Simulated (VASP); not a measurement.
# Ag (Im-3m) in VASP: a series of runs

Runs on Ag. Level: r2SCAN. Tasks: single point.

Program: VASP 6.6.1. These are calculated values, not measurements. Logs are shortened: lines on timing, memory, paths and dates and some standing lists are left out, and cuts for length are marked.

## 1. The cell of the first run

Symmetry: Im-3m, No. 229, cubic system. The conventional cell has a = 3.294 Å, b = 3.294 Å, c = 3.294 Å, α = 90.00°, β = 90.00°, γ = 90.00°. Within 3.8 Å of Ag (site symmetry m-3m) lie 14 Ag at 2.85 to 3.29 Å.

## 2. Single point, r2SCAN

Input file POSCAR:

```
Ag
1.0
   -1.6468047081      1.6468047081      1.6468047081
    1.6468047081     -1.6468047081      1.6468047081
    1.6468047081      1.6468047081     -1.6468047081
Ag
1
Direct
    0.0000000000      0.0000000000      0.0000000000
```

Input file INCAR.step1:

```
ALGO = Normal ; EDIFF = 1E-5
ENCUT = 550 ; GGA = PE
GGA_COMPAT = False ; ISMEAR = -1
LASPH = True ; LCHARG = False
LREAL = False ; LWAVE = True
NBANDS = 12 ; NELM = 120
PREC = Accurate ; SIGMA = 0.15
```

Input file INCAR.step2:

```
ALGO = Normal ; EDIFF = 1E-6
ENCUT = 550 ; GGA_COMPAT = False
ISIF = 2 ; ISMEAR = -1
ISTART = 1 ; LASPH = True
LCHARG = False ; LMIXTAU = True
LREAL = False ; LWAVE = False
METAGGA = R2SCAN ; NBANDS = 12
NELM = 120 ; PREC = Accurate
SIGMA = 0.15
```

Input file KPOINTS:

```
k-points
0
Gamma
  8 8 8
```

Potentials or basis: VASP PAW PBE potentials, release 64 (Ag).

Command:

```sh
$ cat potpaw_PBE.64/Ag/POTCAR > POTCAR
$ cp INCAR.step1 INCAR
$ mpirun -np 1 vasp_std > vasp.out
$ cp INCAR.step2 INCAR
$ mpirun -np 1 vasp_std > vasp.out
```

OUTCAR:

```text
EDIFF = 1E-6
   ENCUT = 550
   ISIF = 2
   ISMEAR = -1
   ISTART = 1
   LASPH = True
   LREAL = False
   METAGGA = R2SCAN
   NELM = 120
   PREC = Accurate

 ion  position               nearest neighbor table
   1  0.000  0.000  0.000-

  LATTYP: Found a body centered cubic cell.
 ALAT       =     3.2936094162

  Lattice vectors:

 A1 = (  -1.6468047081,   1.6468047081,   1.6468047081)
 A2 = (   1.6468047081,  -1.6468047081,   1.6468047081)
 A3 = (   1.6468047081,   1.6468047081,  -1.6468047081)

Analysis of symmetry for initial positions (statically):
=====================================================================
 Subroutine PRICEL returns:
 Original cell was already a primitive cell.

 Routine SETGRP: Setting up the symmetry group for a
 body centered cubic supercell.

 Subroutine GETGRP returns: Found 48 space group operations
 (whereof 48 operations were pure point group operations)
 out of a pool of 48 trial point group operations.

The static configuration has the point symmetry O_h .

Analysis of symmetry for dynamics (positions and initial velocities):
=====================================================================
 Subroutine PRICEL returns:
 Original cell was already a primitive cell.

 Routine SETGRP: Setting up the symmetry group for a
 body centered cubic supercell.

 Subroutine GETGRP returns: Found 48 space group operations
 (whereof 48 operations were pure point group operations)
 out of a pool of 48 trial point group operations.

The dynamic configuration has the point symmetry O_h .

 Subroutine INISYM returns: Found 48 space group operations
 (whereof 48 operations are pure point group operations),
 and found     1 'primitive' translations

----------------------------------------------------------------------------------------

                                     Primitive cell

  volume of cell :      17.8643

  direct lattice vectors                    reciprocal lattice vectors
    -1.646804708  1.646804708  1.646804708     0.000000000  0.303618272  0.303618272
     1.646804708 -1.646804708  1.646804708     0.303618272  0.000000000  0.303618272
     1.646804708  1.646804708 -1.646804708     0.303618272  0.303618272  0.000000000

  length of vectors
     2.852349425  2.852349425  2.852349425     0.429381078  0.429381078  0.429381078

  position of ions in fractional coordinates (direct lattice)
     0.000000000  0.000000000  0.000000000

  ion indices of the primitive-cell ions
   primitive index   ion index
                 1           1

----------------------------------------------------------------------------------------

 KPOINTS: k-points

Automatic generation of k-mesh.
 Grid dimensions read from file:
 generate k-points for:    8    8    8

 Generating k-lattice:

  Cartesian coordinates                     Fractional coordinates (reciprocal lattice)
     0.000000000  0.037952284  0.037952284     0.125000000  0.000000000  0.000000000
     0.037952284  0.000000000  0.037952284     0.000000000  0.125000000  0.000000000
     0.037952284  0.037952284  0.000000000     0.000000000  0.000000000  0.125000000

  Length of vectors
     0.053672635  0.053672635  0.053672635

  Shift w.r.t. Gamma in fractional coordinates (k-lattice)
     0.000000000  0.000000000  0.000000000

 Subroutine IBZKPT returns following result:
 ===========================================

 Found     29 irreducible k-points:

 Following reciprocal coordinates:
            Coordinates               Weight
  0.000000  0.000000  0.000000      1.000000
  0.125000  0.000000  0.000000     12.000000
  0.250000  0.000000  0.000000     12.000000
  0.375000  0.000000  0.000000     12.000000
  0.500000  0.000000  0.000000      6.000000
  0.125000  0.125000  0.000000     24.000000
[... 16 lines left out ...]
 -0.250000  0.250000  0.250000      6.000000
 -0.375000  0.375000  0.250000     24.000000
 [... further k-points ...]
   k-points           NKPTS =     29   k-points in BZ     NKDIM =     29   number of bands    NBANDS=     12
   number of dos      NEDOS =    301   number of ions     NIONS =      1
   total plane-waves  NPLWV =  13824
   dimension x,y,z NGX =    24 NGY =   24 NGZ =   24
   dimension x,y,z NGXF=    48 NGYF=   48 NGZF=   48
   ions per type =               1
   NGX,Y,Z   is equivalent  to a cutoff of  13.99, 13.99, 13.99 a.u.
   NGXF,Y,Z  is equivalent  to a cutoff of  27.98, 27.98, 27.98 a.u.
 SYSTEM =  unknown system
   PREC   = accura    normal or accurate (medium, high low for compatibility)
   ISTART =      1    job   : 0-new  1-cont  2-samecut
   ICHARG =      0    charge: 1-file 2-atom 10-const
   ISPIN  =      1    spin polarized calculation?
   LNONCOLLINEAR =      F non collinear calculations
   LSORBIT =      F    spin-orbit coupling
   LASPH  =      T    aspherical Exc in radial PAW
   ENCUT  =  550.0 eV  40.42 Ry    6.36 a.u.   5.45  5.45  5.45*2*pi/ulx,y,z
   NELM   =    120;   NELMIN=  2; NELMDL=  0     # of ELM steps
   EDIFF  = 0.1E-05   stopping-criterion for ELM
   LREAL  =      F    real-space projection
   EDIFFG = 0.1E-04   stopping-criterion for IOM
   NSW    =      0    number of steps for IOM
   IBRION =     -1    ionic relax: 0-MD 1-quasi-New 2-CG
   NFREE  =      0    steps in history (QN), initial steepest desc. (CG)
   ISIF   =      2    stress and relaxation
   ISYM   =      2    0-nonsym 1-usesym 2-fastsym
   POTIM  = 0.5000    time-step for ionic-motion
   TEBEG  =    0.0;   TEEND  =   0.0 temperature during run
   PSTRESS=    0.0 pullay stress
   NELECT =      11.0000    total number of electrons
   NUPDOWN=      -1.0000    fix difference up-down
   EMIN   =  10.00;   EMAX   =-10.00  energy-range for DOS
   EFERMI =   0.00;   METHOD = LEGACY
   ISMEAR =    -1;   SIGMA  =   0.15  broadening in eV -4-tet -1-fermi 0-gaus
   EFERMI_NEDOS =   21; number of points for ismear=-14 and -15
   IALGO  =     38    algorithm
   IMIX   =      4    mixing-type and parameters
     AMIX     =   0.40;   BMIX     =  1.00
     AMIX_MAG =   1.60;   BMIX_MAG =  1.00
  volume/ion in A,a.u.               =      17.86       120.55
  Fermi-wavevector in a.u.,A,eV,Ry     =   1.392762  2.631939 26.392397  1.939786
  Thomas-Fermi vector in A             =   2.516474
   LORBIT       =      0    0 simple, 1 ext, 2 COOP (PROOUT), +10 PAW based schemes
   METAGGA = R2SCAN    functional components
   LHFCALC =     F    Hartree Fock is set to
   AEXX    =    0.0000 exact exchange contribution
   IVDW    =     0    specifies the selected vdW correction
   LEPSILON=     F    determine dielectric tensor
   LRPA    =     F    only Hartree local field effects (RPA)
 non-spin polarized calculation
  energy-cutoff  :      550.00
  volume of cell :       17.86
 maximum number of plane-waves:       535
 NGX is ok and might be reduce to    24
   NGX = 11   NGY = 11   NGZ = 11

 number of electron      11.0000004 magnetization

 Free energy of the ion-electron system (eV)
  ---------------------------------------------------
  ext. energy  EPLUGINS =         0.00000000
  ---------------------------------------------------
  free energy    TOTEN  =       -21.29797379 eV

  energy without entropy =      -21.25724212  energy(sigma->0) =      -21.27760796

 E-fermi :   7.9379     XC(G=0): -12.6466

 val. band max:        7.9270087313   @ k =   0.5000   0.0000   0.0000
 cond. band min:       7.9983937040   @ k =   0.3750   0.1250   0.0000
 fundamental gap:      0.0713849728
 Fermi energy:         7.9379337125

 k-point     1 :       0.0000    0.0000    0.0000
  band No.  band energies     occupation
      1       0.2042      2.00000
      2       2.7168      2.00000
      3       2.7168      2.00000
      4       2.7168      2.00000
      5       3.9705      2.00000
      6       3.9705      2.00000
      7      26.3393      0.00000
      8      26.3393      0.00000
      9      26.3393      0.00000
     10      32.0854      0.00000
     11      32.0854      0.00000
     12      32.0855      0.00000

 k-point     2 :       0.1250    0.0000    0.0000
  band No.  band energies     occupation
      1       0.6982      2.00000
      2       2.6027      2.00000
      3       2.7465      2.00000
      4       2.9933      2.00000
      5       3.8625      2.00000
      6       3.9794      2.00000
      7      24.6384      0.00000
      8      25.9064      0.00000
      9      26.6138      0.00000
     10      29.3374      0.00000
     11      29.5979      0.00000
     12      29.7499      0.00000

 k-point     3 :       0.2500    0.0000    0.0000
  band No.  band energies     occupation
      1       1.5594      2.00000
      2       2.3370      2.00000
      3       3.3145      2.00000
      4       3.7171      2.00000
      5       3.7788      2.00000
      6       4.0107      2.00000
      7      19.9119      0.00000
      8      23.9076      0.00000
      9      26.1402      0.00000
     10      27.2045      0.00000
     11      28.5875      0.00000
     12      30.8855      0.00000
[... 286 lines left out ...]
 k-point    23 :      -0.2500    0.2500    0.2500
  band No.  band energies     occupation
      1       2.4311      2.00000
      2       2.6314      2.00000
      3       3.1961      2.00000
      4       3.1961      2.00000
      5       3.6681      2.00000
      6       5.8285      2.00000
      7      21.0147      0.00000
      8      21.0147      0.00000
      9      21.9062      0.00000
     10      22.3466      0.00000
     11      33.3637      0.00000
     12      33.3637      0.00000

 k-point    24 :      -0.3750    0.3750    0.2500
  band No.  band energies     occupation
      1       2.0837      2.00000
      2       2.3737      2.00000
      3       3.1995      2.00000
      4       3.5841      2.00000
      5       4.3959      2.00000
      6       8.2249      0.25730
      7      16.3897      0.00000
      8      18.9281      0.00000
      9      21.4336      0.00000
     10      23.9136      0.00000
     11      31.1145      0.00000
     12      33.3312      0.00000

 [... further k-points ...]
[... 5 lines left out ...]
  --------------------------------------------------------------------------------------
  -------------------------------------------------------------------------------------
  Total       -0.2154067     -0.2154067     -0.2154067      0.0000000     -0.0000000     -0.0000000
  in kB      -19.3189512    -19.3189512    -19.3189512      0.0000000     -0.0000000     -0.0000000
  external PRESSURE =     -19.3189512 kB  Pullay stress =       0.0000000 kB

 VOLUME and BASIS-vectors are now :
 -----------------------------------------------------------------------------
  energy-cutoff  :      550.00
  volume of cell :       17.86
      direct lattice vectors                 reciprocal lattice vectors
    -1.646804708  1.646804708  1.646804708     0.000000000  0.303618272  0.303618272
     1.646804708 -1.646804708  1.646804708     0.303618272  0.000000000  0.303618272
     1.646804708  1.646804708 -1.646804708     0.303618272  0.303618272  0.000000000

 POSITION                                       TOTAL-FORCE (eV/Angst)
 -----------------------------------------------------------------------------------
      0.00000      0.00000      0.00000         0.000000      0.000000     -0.000000
 -----------------------------------------------------------------------------------
    total drift:                                0.000000      0.000000     -0.000000

  FREE ENERGIE OF THE ION-ELECTRON SYSTEM (eV)
  ---------------------------------------------------
  free  energy   TOTEN  =       -21.2979737916 eV

  energy  without entropy=      -21.2572421237  energy(sigma->0) =      -21.27760796
```

It took 14 s on 1 thread of Intel Xeon 6975P-C (Granite Rapids), shared host; peak memory 0.14 GiB.

Results:

```yaml
Free_energy: -21.2980 eV
Pressure: -1.9 GPa
```

Levels at points of the mesh, in eV from the Fermi level:
```tsv
k point	band 1	band 2	band 3	band 4	band 5	band 6	band 7	band 8	band 9	band 10
(0.00, 0.00, 0.00)	-7.73	-5.22	-5.22	-5.22	-3.97	-3.97	18.40	18.40	18.40	24.15
(0.50, 0.00, 0.00)	-6.58	-5.96	-4.02	-3.86	-3.01	-0.01	3.88	13.59	14.55	19.93
(0.50, 0.50, 0.50)	-6.57	-6.57	-3.24	-3.24	-3.24	6.98	6.98	6.98	12.52	13.38
```

Caveat: the PAW data sets were made with another functional, which shifts forces and pressure a little.

## 3. Single point, r2SCAN

This run uses another cell than the first one, of 17.45 Å³/atom, 0.977 times its volume.

Input file POSCAR:

```
Ag
1.0
   -1.6339339421      1.6339339421      1.6339339421
    1.6339339421     -1.6339339421      1.6339339421
    1.6339339421      1.6339339421     -1.6339339421
Ag
1
Direct
    0.0000000000      0.0000000000      0.0000000000
```

Input file INCAR.step1:

```
PREC = Accurate
ENCUT = 550
ISMEAR = -1
SIGMA = 0.15
LREAL = F
LASPH = T
NELM = 120
NBANDS = 12
GGA = PE
ALGO = Normal
EDIFF = 1E-5
LWAVE = T
LCHARG = F
GGA_COMPAT = F
```

Input file INCAR.step2:

```
PREC = Accurate
ENCUT = 550
EDIFF = 1E-6
ISMEAR = -1
SIGMA = 0.15
LREAL = F
LASPH = T
NELM = 120
ALGO = Normal
ISIF = 2
LWAVE = F
LCHARG = T
METAGGA = R2SCAN
LMIXTAU = T
LELF = T
LVHAR = T
NBANDS = 12
ISTART = 1
GGA_COMPAT = F
```

Input file KPOINTS:

```
regular mesh
0
Gamma
  8 8 8
```

Potentials or basis: VASP PAW PBE potentials, release 64 (Ag).

Command:

```sh
$ cat potpaw_PBE.64/Ag/POTCAR > POTCAR
$ cp INCAR.step1 INCAR
$ mpirun -np 1 vasp_std > vasp.out
$ cp INCAR.step2 INCAR
$ mpirun -np 1 vasp_std > vasp.out
```

Run time: 14 s. Hardware: 1 thread of Intel Xeon 6975P-C (Granite Rapids), shared host; peak memory 0.14 GiB.

The run converged. Its results:

* Free energy: -21.2999 eV
* Pressure: 0.3 GPa

Levels at points of the mesh, in eV from the Fermi level:
```csv
k point,band 3,band 4,band 5,band 6,band 7,band 8
"(0.00, 0.00, 0.00)",-5.31,-5.31,-4.00,-4.00,18.50,18.50
"(0.50, 0.00, 0.00)",-4.05,-3.89,-3.00,-0.07,4.02,13.69
"(0.50, 0.50, 0.50)",-3.24,-3.24,-3.24,7.05,7.05,7.05
```

Caveat: the PAW data sets were made with another functional, which shifts forces and pressure a little.

## 4. Single point, r2SCAN

This run uses another cell than the first one, of 18.15 Å³/atom, 1.016 times its volume.

Input file POSCAR:

```
Ag
1.0
   -1.6556540000      1.6556540000      1.6556540000
    1.6556540000     -1.6556540000      1.6556540000
    1.6556540000      1.6556540000     -1.6556540000
Ag
1
Direct
    0.0000000000      0.0000000000      0.0000000000
```

Input file INCAR.step1:

```
ALGO = Normal
EDIFF = 1E-5
ENCUT = 550
GGA = PE
GGA_COMPAT = False
ISMEAR = -1
LASPH = True
LCHARG = False
LREAL = False
LWAVE = True
NBANDS = 12
NELM = 120
PREC = Accurate
SIGMA = 0.15
```

Input file INCAR.step2:

```
ALGO = Normal
EDIFF = 1E-6
ENCUT = 550
GGA_COMPAT = False
ISIF = 2
ISMEAR = -1
ISTART = 1
LASPH = True
LCHARG = True
LELF = True
LMIXTAU = True
LREAL = False
LVHAR = True
LWAVE = False
METAGGA = R2SCAN
NBANDS = 12
NELM = 120
PREC = Accurate
SIGMA = 0.15
```

Input file KPOINTS:

```
k-points
0
Gamma
  8 8 8
```

Command:

```sh
$ cat potpaw_PBE.64/Ag/POTCAR > POTCAR
$ cp INCAR.step1 INCAR
$ mpirun -np 1 vasp_std > vasp.out
$ cp INCAR.step2 INCAR
$ mpirun -np 1 vasp_std > vasp.out
```

Run time: 14 s. Hardware: 1 thread of Intel Xeon 6975P-C (Granite Rapids), shared host; peak memory 0.14 GiB.

It converged, with:

| Item | Value |
| --- | --- |
| Free energy | -21.2934 eV |
| Pressure | -3.3 GPa |

Levels at points of the mesh, in eV from the Fermi level:
```csv
k point,band 1,band 2,band 3,band 4,band 5,band 6,band 7,band 8,band 9,band 10
"(0.00, 0.00, 0.00)",-7.62,-5.16,-5.16,-5.16,-3.94,-3.94,18.33,18.33,18.33,23.83
"(0.50, 0.00, 0.00)",-6.49,-5.88,-3.99,-3.84,-3.01,0.03,3.79,13.52,14.39,19.72
"(0.50, 0.50, 0.50)",-6.47,-6.47,-3.24,-3.24,-3.24,6.92,6.92,6.92,12.29,13.23
```

Caveat: the PAW data sets were made with another functional, which shifts forces and pressure a little.

## 5. The runs side by side

```tsv
cell	gap on the mesh (eV)	pressure (GPa)
a = 2.852 Å, angles 109.5°, 1 atom	none	-1.9
a = 2.830 Å, angles 109.5°, 1 atom	none	0.3
a = 2.868 Å, angles 109.5°, 1 atom	none	-3.3
```

Alike in all rows: task single point; level r2SCAN; potentials or basis VASP PAW PBE potentials, release 64 (Ag); no spin polarisation; k mesh 8 × 8 × 8; cutoff (eV) 550; smearing fermi-dirac 0.15 eV.

Caveats: the PAW data sets were made with another functional, which shifts forces and pressure a little.

Absolute energies hang on the potentials; compare differences alone.
